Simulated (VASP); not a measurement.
# Si2N (P4_2/mnm) in VASP: single point with r2SCAN

Aim: the single point of Si2N with r2SCAN.

All numbers are computed with VASP 6.6.1; they aren't measurements. Logs are shortened: lines on timing, memory, paths and dates and some standing lists are left out, and cuts for length are marked.

### Step 1. The cell of the first run

The structure is tetragonal, space group P4_2/mnm (No. 136). The conventional cell has a = 6.637 Å, b = 6.637 Å, c = 2.546 Å, α = 90.00°, β = 90.00°, γ = 90.00°. Si (site symmetry m2m) has 2 N at 1.86 Å and 3 Si at 2.55 to 2.70 Å within 2.8 Å. N (site symmetry mmm) has 4 Si at 1.86 Å and 2 N at 2.55 Å within 2.6 Å.

### Step 2. Single point, r2SCAN

POSCAR reads:

```
Si2N
1.0
    6.6372554736      0.0000000000      0.0000000000
    0.0000000000      6.6372554736      0.0000000000
    0.0000000000      0.0000000000      2.5457276446
Si N
4 2
Direct
    0.3561680164      0.3561680164      0.0000000000
    0.6438319836      0.6438319836      0.0000000000
    0.8561680164      0.1438319836      0.5000000000
    0.1438319836      0.8561680164      0.5000000000
    0.0000000000      0.0000000000      0.0000000000
    0.5000000000      0.5000000000      0.5000000000
```

INCAR.step1 reads:

```
SYSTEM = Si2N
PREC = Accurate
ENCUT = 520
ISMEAR = 0
SIGMA = 0.1
LREAL = .FALSE.
LASPH = .TRUE.
NELM = 60
NBANDS = 22
GGA = PE
ALGO = Normal
EDIFF = 1E-4
LWAVE = .TRUE.
LCHARG = .FALSE.
```

INCAR.step2 reads:

```
SYSTEM = Si2N
PREC = Accurate
ENCUT = 520
EDIFF = 1E-6
ISMEAR = 0
SIGMA = 0.1
LREAL = .FALSE.
LASPH = .TRUE.
NELM = 60
ALGO = Normal
ISIF = 2
LWAVE = .FALSE.
LCHARG = .FALSE.
METAGGA = R2SCAN
LMIXTAU = .TRUE.
NBANDS = 22
ISTART = 1
```

KPOINTS reads:

```
Automatic mesh
0
G
  6 6 8
  0 0 0
```

Potentials or basis: VASP PAW PBE potentials, release 64 (Si, N).

The run is started by

```bash
cat potpaw_PBE.64/Si/POTCAR potpaw_PBE.64/N/POTCAR > POTCAR
cp INCAR.step1 INCAR
mpirun -np 1 vasp_std > vasp.out
cp INCAR.step2 INCAR
mpirun -np 1 vasp_std > vasp.out
```

OUTCAR:

```text
SYSTEM = Si2N
   PREC = Accurate
   ENCUT = 520
   EDIFF = 1E-6
   ISMEAR = 0
   LREAL = .FALSE.
   LASPH = .TRUE.
   NELM = 60
   ISIF = 2
   METAGGA = R2SCAN
   ISTART = 1

 ion  position               nearest neighbor table
   1  0.356  0.356  0.000-   6 1.86   6 1.86   2 2.70
   2  0.644  0.644  0.000-   6 1.86   6 1.86   1 2.70
   3  0.856  0.144  0.500-   5 1.86   5 1.86   4 2.70
   4  0.144  0.856  0.500-   5 1.86   5 1.86   3 2.70
   5  0.000  0.000  0.000-   3 1.86   4 1.86   3 1.86   4 1.86
   6  0.500  0.500  0.500-   1 1.86   2 1.86   1 1.86   2 1.86

  LATTYP: Found a simple tetragonal cell.
 ALAT       =     6.6372554736
 C/A-ratio  =     0.3835512517

  Lattice vectors:

 A1 = (   6.6372554736,   0.0000000000,   0.0000000000)
 A2 = (   0.0000000000,   6.6372554736,   0.0000000000)
 A3 = (   0.0000000000,   0.0000000000,   2.5457276446)

Analysis of symmetry for initial positions (statically):
=====================================================================
 Subroutine PRICEL returns:
 Original cell was already a primitive cell.

 Routine SETGRP: Setting up the symmetry group for a
 simple tetragonal supercell.

 Subroutine GETGRP returns: Found 16 space group operations
 (whereof  8 operations were pure point group operations)
 out of a pool of 16 trial point group operations.

The static configuration has the point symmetry D_2h.
 The point group associated with its full space group is D_4h.

Analysis of symmetry for dynamics (positions and initial velocities):
=====================================================================
 Subroutine PRICEL returns:
 Original cell was already a primitive cell.

 Routine SETGRP: Setting up the symmetry group for a
 simple tetragonal supercell.

 Subroutine GETGRP returns: Found 16 space group operations
 (whereof  8 operations were pure point group operations)
 out of a pool of 16 trial point group operations.

The dynamic configuration has the point symmetry D_2h.
 The point group associated with its full space group is D_4h.

 Subroutine INISYM returns: Found 16 space group operations
 (whereof  8 operations are pure point group operations),
 and found     1 'primitive' translations

----------------------------------------------------------------------------------------

                                     Primitive cell

  volume of cell :     112.1473

  direct lattice vectors                    reciprocal lattice vectors
     6.637255474  0.000000000  0.000000000     0.150664684  0.000000000  0.000000000
     0.000000000  6.637255474  0.000000000     0.000000000  0.150664684  0.000000000
     0.000000000  0.000000000  2.545727645     0.000000000  0.000000000  0.392814998

  length of vectors
     6.637255474  6.637255474  2.545727645     0.150664684  0.150664684  0.392814998

  position of ions in fractional coordinates (direct lattice)
     0.356168016  0.356168016  0.000000000
     0.643831984  0.643831984  0.000000000
     0.856168016  0.143831984  0.500000000
     0.143831984  0.856168016  0.500000000
     0.000000000  0.000000000  0.000000000
     0.500000000  0.500000000  0.500000000

  ion indices of the primitive-cell ions
   primitive index   ion index
                 1           1
                 2           2
                 3           3
                 4           4
                 5           5
                 6           6

----------------------------------------------------------------------------------------

 KPOINTS: Automatic mesh

Automatic generation of k-mesh.
 Grid dimensions read from file:
 generate k-points for:    6    6    8

 Generating k-lattice:

  Cartesian coordinates                     Fractional coordinates (reciprocal lattice)
     0.025110781  0.000000000  0.000000000     0.166666667  0.000000000  0.000000000
     0.000000000  0.025110781  0.000000000     0.000000000  0.166666667  0.000000000
     0.000000000  0.000000000  0.049101875     0.000000000  0.000000000  0.125000000

  Length of vectors
     0.025110781  0.025110781  0.049101875

  Shift w.r.t. Gamma in fractional coordinates (k-lattice)
     0.000000000  0.000000000  0.000000000

 Subroutine IBZKPT returns following result:
 ===========================================

 Found     50 irreducible k-points:

 Following reciprocal coordinates:
            Coordinates               Weight
  0.000000  0.000000  0.000000      1.000000
  0.166667  0.000000  0.000000      4.000000
  0.333333  0.000000  0.000000      4.000000
  0.500000  0.000000  0.000000      2.000000
  0.166667  0.166667  0.000000      4.000000
  0.333333  0.166667  0.000000      8.000000
[... 16 lines left out ...]
  0.333333  0.000000  0.250000      8.000000
  0.500000  0.000000  0.250000      4.000000
 [... further k-points ...]
   k-points           NKPTS =     50   k-points in BZ     NKDIM =     50   number of bands    NBANDS=     22
   number of dos      NEDOS =    301   number of ions     NIONS =      6
   total plane-waves  NPLWV =  50000
   dimension x,y,z NGX =    50 NGY =   50 NGZ =   20
   dimension x,y,z NGXF=   100 NGYF=  100 NGZF=   40
   ions per type =               4   2
   NGX,Y,Z   is equivalent  to a cutoff of  12.52, 12.52, 13.06 a.u.
   NGXF,Y,Z  is equivalent  to a cutoff of  25.05, 25.05, 26.12 a.u.
 SYSTEM =  Si2N
   PREC   = accura    normal or accurate (medium, high low for compatibility)
   ISTART =      1    job   : 0-new  1-cont  2-samecut
   ICHARG =      0    charge: 1-file 2-atom 10-const
   ISPIN  =      1    spin polarized calculation?
   LNONCOLLINEAR =      F non collinear calculations
   LSORBIT =      F    spin-orbit coupling
   LASPH  =      T    aspherical Exc in radial PAW
   ENCUT  =  520.0 eV  38.22 Ry    6.18 a.u.  12.34 12.34  4.73*2*pi/ulx,y,z
   NELM   =     60;   NELMIN=  2; NELMDL=  0     # of ELM steps
   EDIFF  = 0.1E-05   stopping-criterion for ELM
   LREAL  =      F    real-space projection
   EDIFFG = 0.1E-04   stopping-criterion for IOM
   NSW    =      0    number of steps for IOM
   IBRION =     -1    ionic relax: 0-MD 1-quasi-New 2-CG
   NFREE  =      0    steps in history (QN), initial steepest desc. (CG)
   ISIF   =      2    stress and relaxation
   ISYM   =      2    0-nonsym 1-usesym 2-fastsym
   POTIM  = 0.5000    time-step for ionic-motion
   TEBEG  =    0.0;   TEEND  =   0.0 temperature during run
   PSTRESS=    0.0 pullay stress
   NELECT =      26.0000    total number of electrons
   NUPDOWN=      -1.0000    fix difference up-down
   EMIN   =  10.00;   EMAX   =-10.00  energy-range for DOS
   EFERMI =   0.00;   METHOD = LEGACY
   ISMEAR =     0;   SIGMA  =   0.10  broadening in eV -4-tet -1-fermi 0-gaus
   EFERMI_NEDOS =   21; number of points for ismear=-14 and -15
   IALGO  =     38    algorithm
   IMIX   =      4    mixing-type and parameters
     AMIX     =   0.40;   BMIX     =  1.00
     AMIX_MAG =   1.60;   BMIX_MAG =  1.00
  volume/ion in A,a.u.               =      18.69       126.13
  Fermi-wavevector in a.u.,A,eV,Ry     =   1.005703  1.900503 13.761448  1.011438
  Thomas-Fermi vector in A             =   2.138399
   LORBIT       =      0    0 simple, 1 ext, 2 COOP (PROOUT), +10 PAW based schemes
   METAGGA = R2SCAN    functional components
   LHFCALC =     F    Hartree Fock is set to
   AEXX    =    0.0000 exact exchange contribution
   IVDW    =     0    specifies the selected vdW correction
   LEPSILON=     F    determine dielectric tensor
   LRPA    =     F    only Hartree local field effects (RPA)
 non-spin polarized calculation
 Gauss-broadening in eV      SIGMA  =   0.10
  energy-cutoff  :      520.00
  volume of cell :      112.15
 maximum number of plane-waves:      3066
 NGX is ok and might be reduce to    50
   NGX = 25   NGY = 25   NGZ =  9

 number of electron      25.9999997 magnetization

 Free energy of the ion-electron system (eV)
  ---------------------------------------------------
  ext. energy  EPLUGINS =         0.00000000
  ---------------------------------------------------
  free energy    TOTEN  =       -49.61342007 eV

  energy without entropy =      -49.60461884  energy(sigma->0) =      -49.60901945

 E-fermi :   4.4818     XC(G=0):  -9.3988

 val. band max:        4.4815027503   @ k =   0.1667   0.1667   0.5000
 cond. band min:       4.4909472305   @ k =   0.3333   0.0000   0.1250
 fundamental gap:      0.0094444802
 Fermi energy:         4.4817676941

 k-point     1 :       0.0000    0.0000    0.0000
  band No.  band energies     occupation
      1     -15.3976      2.00000
      2     -15.2942      2.00000
      3      -6.9578      2.00000
      4      -6.9578      2.00000
      5      -2.5053      2.00000
      6      -2.1050      2.00000
[... 14 lines left out ...]
     21      12.3230      0.00000
     22      12.3230      0.00000

 k-point     2 :       0.1667    0.0000    0.0000
  band No.  band energies     occupation
      1     -15.3906      2.00000
      2     -15.3011      2.00000
      3      -6.9586      2.00000
      4      -6.9577      2.00000
      5      -2.7108      2.00000
      6      -2.2927      2.00000
[... 14 lines left out ...]
     21      11.8203      0.00000
     22      12.2398      0.00000

 k-point     3 :       0.3333    0.0000    0.0000
  band No.  band energies     occupation
      1     -15.3716      2.00000
      2     -15.3199      2.00000
      3      -6.9596      2.00000
      4      -6.9580      2.00000
      5      -2.8590      2.00000
      6      -2.6038      2.00000
[... 14 lines left out ...]
     21      11.7663      0.00000
     22      12.2710      0.00000

 k-point     4 :       0.5000    0.0000    0.0000
  band No.  band energies     occupation
      1     -15.3457      2.00000
      2     -15.3457      2.00000
      3      -6.9591      2.00000
      4      -6.9591      2.00000
      5      -2.8181      2.00000
      6      -2.8181      2.00000
[... 14 lines left out ...]
     21      12.2921      0.00000
     22      12.2921      0.00000

 k-point     5 :       0.1667    0.1667    0.0000
  band No.  band energies     occupation
      1     -15.3845      2.00000
      2     -15.3070      2.00000
      3      -6.9695      2.00000
      4      -6.9530      2.00000
      5      -2.8199      2.00000
      6      -2.1267      2.00000
[... 14 lines left out ...]
     21      11.7206      0.00000
     22      12.3249      0.00000

 k-point     6 :       0.3333    0.1667    0.0000
  band No.  band energies     occupation
      1     -15.3679      2.00000
      2     -15.3231      2.00000
      3      -6.9757      2.00000
      4      -6.9593      2.00000
      5      -2.8565      2.00000
      6      -2.4169      2.00000
[... 14 lines left out ...]
     21      11.9104      0.00000
     22      12.5096      0.00000

 k-point     7 :       0.5000    0.1667    0.0000
  band No.  band energies     occupation
      1     -15.3454      2.00000
      2     -15.3454      2.00000
      3      -6.9706      2.00000
      4      -6.9706      2.00000
      5      -2.7136      2.00000
      6      -2.7136      2.00000
[... 324 lines left out ...]
      6      -1.8841      2.00000
[... 14 lines left out ...]
     21      12.5889      0.00000
     22      12.5889      0.00000

 k-point    21 :       0.0000    0.0000    0.2500
  band No.  band energies     occupation
      1     -14.3810      2.00000
      2     -14.2944      2.00000
      3      -5.8214      2.00000
      4      -5.8214      2.00000
      5      -3.4352      2.00000
      6      -3.3495      2.00000
[... 14 lines left out ...]
     21       9.7503      0.00000
     22      12.4076      0.00000

 k-point    22 :       0.1667    0.0000    0.2500
  band No.  band energies     occupation
      1     -14.3752      2.00000
      2     -14.3001      2.00000
      3      -5.8226      2.00000
      4      -5.8220      2.00000
      5      -3.4283      2.00000
      6      -3.3528      2.00000
[... 14 lines left out ...]
     21       9.8561      0.00000
     22      12.2796      0.00000

 k-point    23 :       0.3333    0.0000    0.2500
  band No.  band energies     occupation
      1     -14.3592      2.00000
      2     -14.3159      2.00000
      3      -5.8246      2.00000
      4      -5.8235      2.00000
      5      -3.4093      2.00000
      6      -3.3641      2.00000
[... 14 lines left out ...]
     21      10.1930      0.00000
     22      11.9326      0.00000

 k-point    24 :       0.5000    0.0000    0.2500
  band No.  band energies     occupation
      1     -14.3375      2.00000
      2     -14.3375      2.00000
      3      -5.8249      2.00000
      4      -5.8249      2.00000
      5      -3.3846      2.00000
      6      -3.3846      2.00000
[... 14 lines left out ...]
     21      11.1111      0.00000
     22      11.1111      0.00000

 [... further k-points ...]

------------------------ aborting loop because EDIFF is reached ----------------------------------------

  FORCE on cell =-STRESS in cart. coord.  units (eV):
  Direction    XX          YY          ZZ          XY          YZ          ZX
  --------------------------------------------------------------------------------------
  -------------------------------------------------------------------------------------
  Total        0.1370470      0.1370470      0.2487267     -0.0000000      0.0000000      0.0000000
  in kB        1.9579020      1.9579020      3.5533988     -0.0000000      0.0000000      0.0000000
  external PRESSURE =       2.4897343 kB  Pullay stress =       0.0000000 kB

 VOLUME and BASIS-vectors are now :
 -----------------------------------------------------------------------------
  energy-cutoff  :      520.00
  volume of cell :      112.15
      direct lattice vectors                 reciprocal lattice vectors
     6.637255474  0.000000000  0.000000000     0.150664684  0.000000000  0.000000000
     0.000000000  6.637255474  0.000000000     0.000000000  0.150664684  0.000000000
     0.000000000  0.000000000  2.545727645     0.000000000  0.000000000  0.392814998

 POSITION                                       TOTAL-FORCE (eV/Angst)
 -----------------------------------------------------------------------------------
      2.36398      2.36398      0.00000         0.012694      0.012694      0.000000
      4.27328      4.27328      0.00000        -0.012694     -0.012694      0.000000
      5.68261      0.95465      1.27286         0.012694     -0.012694      0.000000
      0.95465      5.68261      1.27286        -0.012694      0.012694      0.000000
      0.00000      0.00000      0.00000        -0.000000      0.000000      0.000000
      3.31863      3.31863      1.27286        -0.000000      0.000000      0.000000
 -----------------------------------------------------------------------------------
    total drift:                               -0.000000     -0.000000      0.000000

  FREE ENERGIE OF THE ION-ELECTRON SYSTEM (eV)
  ---------------------------------------------------
  free  energy   TOTEN  =       -49.6134200682 eV

  energy  without entropy=      -49.6046188404  energy(sigma->0) =      -49.60901945
```

Run time: 4.2 min. Hardware: 1 thread of AMD EPYC 9R45 (Zen 5), shared host; peak memory 0.24 GiB.

What came out:

```
Free energy            : -49.6134 eV
Pressure               : 0.2 GPa
Largest force          : 0.018 eV/Å
Band gap on the k mesh : zero (bands 13 and 14 overlap by 2.61 eV)
```

Forces on the atoms (eV/Å):
```
Si   0.013  0.013  0.000
Si  -0.013 -0.013  0.000
Si   0.013 -0.013  0.000
Si  -0.013  0.013  0.000
N    0.000  0.000  0.000
N    0.000  0.000  0.000
```

Stress tensor (GPa, compression positive):
```
0.20 0.00 0.00
0.00 0.20 0.00
0.00 0.00 0.36
```

Caveat: the PAW data sets were made with another functional, which shifts forces and pressure a little.
